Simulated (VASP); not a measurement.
# MoS2 (R3m) in VASP: further runs

Runs on MoS2. Level: LDA. Tasks: single point.

All numbers are computed with VASP 6.6.1; they aren't measurements. Logs are shortened: lines on timing, memory, paths and dates and some standing lists are left out, and cuts for length are marked.

## Step 1: The cell of the first run

It takes space group R3m (No. 160, trigonal). Conventional cell: a = 3.100 Å, b = 3.100 Å, c = 18.370 Å, α = 90.00°, β = 90.00°, γ = 120.00°. Within 3.1 Å of Mo (site symmetry 3m) lie 6 S at 2.34 Å and 6 Mo at 3.10 Å. S (site symmetry 3m) has 3 Mo at 2.34 Å and 7 S at 3.00 to 3.10 Å within 3.1 Å. S (site symmetry 3m) has 3 Mo at 2.34 Å and 7 S at 3.00 to 3.10 Å within 3.1 Å.

## Step 2: Single point, LDA (equal xx and yy strain of -2 %)

INCAR

```
PREC = Accurate ; ENCUT = 520
EDIFF = 1E-6 ; ISMEAR = -1
SIGMA = 0.05 ; LREAL = False
LASPH = True ; NELM = 80
ALGO = Normal ; ISIF = 2
LWAVE = False ; LCHARG = False
GGA = CA ; NBANDS = 20
```

KPOINTS

```
regular mesh
0
Gamma
  15 15 15
```

POSCAR

```
MoS2
1.0
    1.5498703497      0.8948180636      6.1233300000
   -1.5498703497      0.8948180636      6.1233300000
    0.0000000000     -1.7896361271      6.1233300000
Mo S
1 2
Direct
    0.0000000000      0.0000000000      0.0000000000
    0.7484000000      0.7484000000      0.7484000000
    0.5849000000      0.5849000000      0.5849000000
```

Potentials or basis: VASP PAW LDA potentials, release 64 (Mo_sv, S).

Started as:

```sh
$ cat potpaw_LDA.64/Mo_sv/POTCAR potpaw_LDA.64/S/POTCAR > POTCAR
$ mpirun -np 1 vasp_std > vasp.out
```

OUTCAR:

```text
PREC = Accurate
   ENCUT = 520
   EDIFF = 1E-6
   ISMEAR = -1
   LREAL = False
   LASPH = True
   NELM = 80
   ISIF = 2
   GGA = CA

 ion  position               nearest neighbor table
   1  0.000  0.000  0.000-   2 2.34   2 2.34   2 2.34   3 2.34   3 2.34   3 2.34
   2  0.748  0.748  0.748-   1 2.34   1 2.34   1 2.34
   3  0.585  0.585  0.585-   1 2.34   1 2.34   1 2.34

  LATTYP: Found a trigonal (rhomboedric) cell.
 ALAT       =     6.3794958858
 COS(alpha) =     0.8819548870

  Lattice vectors:

 A1 = (   1.5498703497,   0.8948180636,   6.1233300000)
 A2 = (  -1.5498703497,   0.8948180636,   6.1233300000)
 A3 = (   0.0000000000,  -1.7896361271,   6.1233300000)

Analysis of symmetry for initial positions (statically):
=====================================================================
 Subroutine PRICEL returns:
 Original cell was already a primitive cell.

 Routine SETGRP: Setting up the symmetry group for a
 trigonal (rhombohedral) supercell.

 Subroutine GETGRP returns: Found  6 space group operations
 (whereof  6 operations were pure point group operations)
 out of a pool of 12 trial point group operations.

The static configuration has the point symmetry C_3v.

Analysis of symmetry for dynamics (positions and initial velocities):
=====================================================================
 Subroutine PRICEL returns:
 Original cell was already a primitive cell.

 Routine SETGRP: Setting up the symmetry group for a
 trigonal (rhombohedral) supercell.

 Subroutine GETGRP returns: Found  6 space group operations
 (whereof  6 operations were pure point group operations)
 out of a pool of 12 trial point group operations.

The dynamic configuration has the point symmetry C_3v.

 Subroutine INISYM returns: Found  6 space group operations
 (whereof  6 operations are pure point group operations),
 and found     1 'primitive' translations

----------------------------------------------------------------------------------------

                                     Primitive cell

  volume of cell :      50.9529

  direct lattice vectors                    reciprocal lattice vectors
     1.549870350  0.894818064  6.123330000     0.322607630  0.186257602  0.054436611
    -1.549870350  0.894818064  6.123330000    -0.322607630  0.186257602  0.054436611
[... 77 lines left out ...]
 SYSTEM =  unknown system
   PREC   = accura    normal or accurate (medium, high low for compatibility)
   ISTART =      0    job   : 0-new  1-cont  2-samecut
   ICHARG =      2    charge: 1-file 2-atom 10-const
   ISPIN  =      1    spin polarized calculation?
   LNONCOLLINEAR =      F non collinear calculations
   LSORBIT =      F    spin-orbit coupling
   LASPH  =      T    aspherical Exc in radial PAW
   ENCUT  =  520.0 eV  38.22 Ry    6.18 a.u.  11.86 11.86 11.86*2*pi/ulx,y,z
   NELM   =     80;   NELMIN=  2; NELMDL= -5     # of ELM steps
   EDIFF  = 0.1E-05   stopping-criterion for ELM
   LREAL  =      F    real-space projection
   EDIFFG = 0.1E-04   stopping-criterion for IOM
   NSW    =      0    number of steps for IOM
   IBRION =     -1    ionic relax: 0-MD 1-quasi-New 2-CG
   NFREE  =      0    steps in history (QN), initial steepest desc. (CG)
   ISIF   =      2    stress and relaxation
   ISYM   =      2    0-nonsym 1-usesym 2-fastsym
   POTIM  = 0.5000    time-step for ionic-motion
   TEBEG  =    0.0;   TEEND  =   0.0 temperature during run
   PSTRESS=    0.0 pullay stress
   NELECT =      26.0000    total number of electrons
   NUPDOWN=      -1.0000    fix difference up-down
   EMIN   =  10.00;   EMAX   =-10.00  energy-range for DOS
   EFERMI =   0.00;   METHOD = LEGACY
   ISMEAR =    -1;   SIGMA  =   0.05  broadening in eV -4-tet -1-fermi 0-gaus
   EFERMI_NEDOS =   21; number of points for ismear=-14 and -15
   IALGO  =     38    algorithm
   IMIX   =      4    mixing-type and parameters
     AMIX     =   0.40;   BMIX     =  1.00
     AMIX_MAG =   1.60;   BMIX_MAG =  1.00
  volume/ion in A,a.u.               =      16.98       114.62
  Fermi-wavevector in a.u.,A,eV,Ry     =   1.308206  2.472152 23.285065  1.711404
  Thomas-Fermi vector in A             =   2.438889
   LORBIT       =      0    0 simple, 1 ext, 2 COOP (PROOUT), +10 PAW based schemes
   GGA     = CA    functional components
   LHFCALC =     F    Hartree Fock is set to
   AEXX    =    0.0000 exact exchange contribution
   IVDW    =     0    specifies the selected vdW correction
   LEPSILON=     F    determine dielectric tensor
   LRPA    =     F    only Hartree local field effects (RPA)
 non-spin polarized calculation
  energy-cutoff  :      520.00
  volume of cell :       50.95
 maximum number of plane-waves:      1386
   NGX = 23   NGY = 23   NGZ = 23

 number of electron      26.0000001 magnetization

 Free energy of the ion-electron system (eV)
  ---------------------------------------------------
  ext. energy  EPLUGINS =         0.00000000
  ---------------------------------------------------
  free energy    TOTEN  =       -24.38805021 eV

  energy without entropy =      -24.38804910  energy(sigma->0) =      -24.38804966

 E-fermi :   8.5042     XC(G=0): -11.2926

 val. band max:        8.1106278322   @ k =   0.4667   0.4667   0.4667
 cond. band min:       9.0287650198   @ k =  -0.2000   0.4667   0.1333
 fundamental gap:      0.9181371875
 Fermi energy:         8.5041850058

 k-point     1 :       0.0000    0.0000    0.0000
  band No.  band energies     occupation
      1     -53.1022      2.00000
      2     -27.5394      2.00000
      3     -27.2227      2.00000
      4     -27.2227      2.00000
      5      -7.3613      2.00000
      6      -5.4417      2.00000
[... 541 lines left out ...]
     19      16.6355      0.00000
     20      17.2268      0.00000

 [... further k-points ...]
[... 5 lines left out ...]
  --------------------------------------------------------------------------------------
  -------------------------------------------------------------------------------------
  Total        2.2415994      2.2415994      3.6782000     -0.0000000      0.0000000      0.0000000
  in kB       70.4854614     70.4854614    115.6583250     -0.0000000      0.0000000      0.0000000
  external PRESSURE =      85.5430826 kB  Pullay stress =       0.0000000 kB

 VOLUME and BASIS-vectors are now :
 -----------------------------------------------------------------------------
  energy-cutoff  :      520.00
  volume of cell :       50.95
      direct lattice vectors                 reciprocal lattice vectors
     1.549870350  0.894818064  6.123330000     0.322607630  0.186257602  0.054436611
    -1.549870350  0.894818064  6.123330000    -0.322607630  0.186257602  0.054436611
     0.000000000 -1.789636127  6.123330000     0.000000000 -0.372515204  0.054436611

 POSITION                                       TOTAL-FORCE (eV/Angst)
 -----------------------------------------------------------------------------------
      0.00000      0.00000      0.00000         0.000000     -0.000000     -0.002394
      0.00000      0.00000     13.74810         0.000000      0.000000      1.340977
      0.00000      0.00000     10.74461         0.000000     -0.000000     -1.338582
 -----------------------------------------------------------------------------------
    total drift:                                0.000000      0.000000     -0.000004

  FREE ENERGIE OF THE ION-ELECTRON SYSTEM (eV)
  ---------------------------------------------------
  free  energy   TOTEN  =       -24.3880502141 eV

  energy  without entropy=      -24.3880491047  energy(sigma->0) =      -24.38804966
```

It took 12 min on 1 thread of AMD EPYC 9R45 (Zen 5), shared host; peak memory 0.46 GiB.

What came out:

```
Free energy            : -24.3881 eV
Pressure               : 8.6 GPa
Largest force          : 1.341 eV/Å
Band gap on the k mesh : 0.92 eV, indirect (least direct gap 1.83 eV)
```

Forces on the atoms (eV/Å):
```
Mo   0.000  0.000 -0.002
S    0.000  0.000  1.341
S    0.000  0.000 -1.339
```

Caveat: the cell differs from its parent crystal (equal xx and yy strain of -2 %); forces of over 1 eV/Å act on the atoms, so gaps and moduli don't describe the material at rest. A k mesh can miss the band edges.

## Step 3: Single point, LDA (equal xx and yy strain of -1 %)

INCAR

```
SYSTEM = MoS2
PREC = Accurate
ENCUT = 520
EDIFF = 1E-7
ISMEAR = -1
SIGMA = 0.05
LREAL = .FALSE.
LASPH = .TRUE.
NELM = 100
ALGO = Normal
ISIF = 2
LWAVE = .FALSE.
LCHARG = .FALSE.
GGA = CA
NBANDS = 20
```

KPOINTS

```
regular mesh
0
G
  15 15 15
  0 0 0
```

POSCAR

```
MoS2
1.0
    1.5656853532      0.9039488601      6.1233300000
   -1.5656853532      0.9039488601      6.1233300000
    0.0000000000     -1.8078977203      6.1233300000
Mo S
1 2
Direct
    0.0000000000      0.0000000000      0.0000000000
    0.7484000000      0.7484000000      0.7484000000
    0.5849000000      0.5849000000      0.5849000000
```

Potentials or basis: VASP PAW LDA potentials, release 64 (Mo_sv, S).

Started as:

```sh
$ cat potpaw_LDA.64/Mo_sv/POTCAR potpaw_LDA.64/S/POTCAR > POTCAR
$ mpirun -np 1 vasp_std > vasp.out
```

OUTCAR:

```text
SYSTEM = MoS2
   PREC = Accurate
   ENCUT = 520
   EDIFF = 1E-7
   ISMEAR = -1
   LREAL = .FALSE.
   LASPH = .TRUE.
   NELM = 100
   ISIF = 2
   GGA = CA

 ion  position               nearest neighbor table
   1  0.000  0.000  0.000-   2 2.35   2 2.35   2 2.35   3 2.35   3 2.35   3 2.35
   2  0.748  0.748  0.748-   1 2.35   1 2.35   1 2.35
   3  0.585  0.585  0.585-   1 2.35   1 2.35   1 2.35

  LATTYP: Found a trigonal (rhomboedric) cell.
 ALAT       =     6.3846428605
 COS(alpha) =     0.8797276615

  Lattice vectors:

 A1 = (   1.5656853532,   0.9039488601,   6.1233300000)
 A2 = (  -1.5656853532,   0.9039488601,   6.1233300000)
 A3 = (   0.0000000000,  -1.8078977203,   6.1233300000)

Analysis of symmetry for initial positions (statically):
=====================================================================
 Subroutine PRICEL returns:
 Original cell was already a primitive cell.

 Routine SETGRP: Setting up the symmetry group for a
 trigonal (rhombohedral) supercell.

 Subroutine GETGRP returns: Found  6 space group operations
 (whereof  6 operations were pure point group operations)
 out of a pool of 12 trial point group operations.

The static configuration has the point symmetry C_3v.

Analysis of symmetry for dynamics (positions and initial velocities):
=====================================================================
 Subroutine PRICEL returns:
 Original cell was already a primitive cell.

 Routine SETGRP: Setting up the symmetry group for a
 trigonal (rhombohedral) supercell.

 Subroutine GETGRP returns: Found  6 space group operations
 (whereof  6 operations were pure point group operations)
 out of a pool of 12 trial point group operations.

The dynamic configuration has the point symmetry C_3v.

 Subroutine INISYM returns: Found  6 space group operations
 (whereof  6 operations are pure point group operations),
[... 106 lines left out ...]
   POTIM  = 0.5000    time-step for ionic-motion
   TEBEG  =    0.0;   TEEND  =   0.0 temperature during run
   PSTRESS=    0.0 pullay stress
   NELECT =      26.0000    total number of electrons
   NUPDOWN=      -1.0000    fix difference up-down
   EMIN   =  10.00;   EMAX   =-10.00  energy-range for DOS
   EFERMI =   0.00;   METHOD = LEGACY
   ISMEAR =    -1;   SIGMA  =   0.05  broadening in eV -4-tet -1-fermi 0-gaus
   EFERMI_NEDOS =   21; number of points for ismear=-14 and -15
   IALGO  =     38    algorithm
   IMIX   =      4    mixing-type and parameters
     AMIX     =   0.40;   BMIX     =  1.00
     AMIX_MAG =   1.60;   BMIX_MAG =  1.00
  volume/ion in A,a.u.               =      17.33       116.97
  Fermi-wavevector in a.u.,A,eV,Ry     =   1.299382  2.455476 22.971991  1.688394
  Thomas-Fermi vector in A             =   2.430649
   LORBIT       =      0    0 simple, 1 ext, 2 COOP (PROOUT), +10 PAW based schemes
   GGA     = CA    functional components
   LHFCALC =     F    Hartree Fock is set to
   AEXX    =    0.0000 exact exchange contribution
   IVDW    =     0    specifies the selected vdW correction
   LEPSILON=     F    determine dielectric tensor
   LRPA    =     F    only Hartree local field effects (RPA)
 non-spin polarized calculation
  energy-cutoff  :      520.00
  volume of cell :       52.00
 maximum number of plane-waves:      1422
   NGX = 23   NGY = 23   NGZ = 23

 number of electron      26.0000001 magnetization

 Free energy of the ion-electron system (eV)
  ---------------------------------------------------
  ext. energy  EPLUGINS =         0.00000000
  ---------------------------------------------------
  free energy    TOTEN  =       -24.42078970 eV

  energy without entropy =      -24.42078643  energy(sigma->0) =      -24.42078807

 E-fermi :   8.2263     XC(G=0): -11.1980

 val. band max:        7.8958263371   @ k =   0.4667   0.4667   0.4667
 cond. band min:       8.6620286835   @ k =  -0.2000   0.4667   0.1333
 fundamental gap:      0.7662023465
 Fermi energy:         8.2262703507

 k-point     1 :       0.0000    0.0000    0.0000
  band No.  band energies     occupation
      1     -53.3914      2.00000
      2     -27.7982      2.00000
      3     -27.5268      2.00000
      4     -27.5268      2.00000
      5      -7.4942      2.00000
      6      -5.6017      2.00000
[... 541 lines left out ...]
     19      16.3387      0.00000
     20      16.8946      0.00000

 [... further k-points ...]
[... 5 lines left out ...]
  --------------------------------------------------------------------------------------
  -------------------------------------------------------------------------------------
  Total        0.9426716      0.9426716      2.8543924      0.0000000     -0.0000000      0.0000000
  in kB       29.0458271     29.0458271     87.9502320      0.0000000     -0.0000000      0.0000000
  external PRESSURE =      48.6806287 kB  Pullay stress =       0.0000000 kB

 VOLUME and BASIS-vectors are now :
 -----------------------------------------------------------------------------
  energy-cutoff  :      520.00
  volume of cell :       52.00
      direct lattice vectors                 reciprocal lattice vectors
     1.565685353  0.903948860  6.123330000     0.319348967  0.184376212  0.054436611
    -1.565685353  0.903948860  6.123330000    -0.319348967  0.184376212  0.054436611
     0.000000000 -1.807897720  6.123330000     0.000000000 -0.368752424  0.054436611

 POSITION                                       TOTAL-FORCE (eV/Angst)
 -----------------------------------------------------------------------------------
      0.00000      0.00000      0.00000         0.000000      0.000000     -0.002416
      0.00000     -0.00000     13.74810         0.000000     -0.000000      1.080358
      0.00000     -0.00000     10.74461         0.000000      0.000000     -1.077942
 -----------------------------------------------------------------------------------
    total drift:                                0.000000      0.000000     -0.000067

  FREE ENERGIE OF THE ION-ELECTRON SYSTEM (eV)
  ---------------------------------------------------
  free  energy   TOTEN  =       -24.4207897028 eV

  energy  without entropy=      -24.4207864325  energy(sigma->0) =      -24.42078807
```

OSZICAR:

```text
N       E                     dE             d eps       ncg     rms          rms(c)
DAV:   1     0.191686707862E+03    0.19169E+03   -0.13377E+04 13760   0.123E+03
DAV:   2    -0.176008807386E+02   -0.20929E+03   -0.20343E+03 15968   0.328E+02
DAV:   3    -0.257295537970E+02   -0.81287E+01   -0.80504E+01 16752   0.610E+01
DAV:   4    -0.258284677114E+02   -0.98914E-01   -0.98856E-01 16440   0.706E+00
DAV:   5    -0.258300400140E+02   -0.15723E-02   -0.15722E-02 17324   0.874E-01    0.284E+01
DAV:   6    -0.247128219921E+02    0.11172E+01   -0.83234E+00 15564   0.195E+01    0.910E+00
DAV:   7    -0.245160017652E+02    0.19682E+00   -0.27091E+00 15060   0.109E+01    0.690E+00
DAV:   8    -0.244226310118E+02    0.93371E-01   -0.44277E-01 16264   0.451E+00    0.140E+00
DAV:   9    -0.244214760415E+02    0.11550E-02   -0.13641E-02 15924   0.794E-01    0.403E-01
DAV:  10    -0.244208029635E+02    0.67308E-03   -0.42170E-03 15612   0.445E-01    0.842E-02
DAV:  11    -0.244207885498E+02    0.14414E-04   -0.32515E-04 15884   0.130E-01    0.311E-02
DAV:  12    -0.244207879925E+02    0.55735E-06   -0.13957E-05 16108   0.240E-02    0.113E-02
DAV:  13    -0.244207896994E+02   -0.17069E-05   -0.27129E-06 15352   0.104E-02    0.445E-03
DAV:  14    -0.244207897028E+02   -0.34033E-08   -0.26402E-07 13720   0.350E-03
   1 F= -.24420790E+02 E0= -.24420788E+02  d E =-.327022E-05
```

stdout:

```text
POSCAR found type information on POSCAR MoS
 POSCAR found :  2 types and       3 ions
 scaLAPACK will be used
 LDA part: xc-table for (Slater(with rela. corr.)+CA(PZ))
 , standard interpolation
 POSCAR, INCAR and KPOINTS ok, starting setup
 FFT: planning ... GRIDC
 FFT: planning ... GRID_SOFT
 FFT: planning ... GRID
 WAVECAR not read
 entering main loop
```

Run time: 12 min. Hardware: 1 thread of AMD EPYC 9R45 (Zen 5), shared host; peak memory 0.47 GiB.

What came out:

```yaml
Free_energy: -24.4208 eV
Pressure: 4.9 GPa
Largest_force: 1.080 eV/Å
Band_gap_on_the_k_mesh: 0.77 eV, indirect (least direct gap 1.73 eV)
```

Forces on the atoms (eV/Å):
```
Mo   0.000  0.000 -0.002
S    0.000  0.000  1.080
S    0.000  0.000 -1.078
```

Caveat: the cell differs from its parent crystal (equal xx and yy strain of -1 %); forces of over 1 eV/Å act on the atoms, so gaps and moduli don't describe the material at rest.
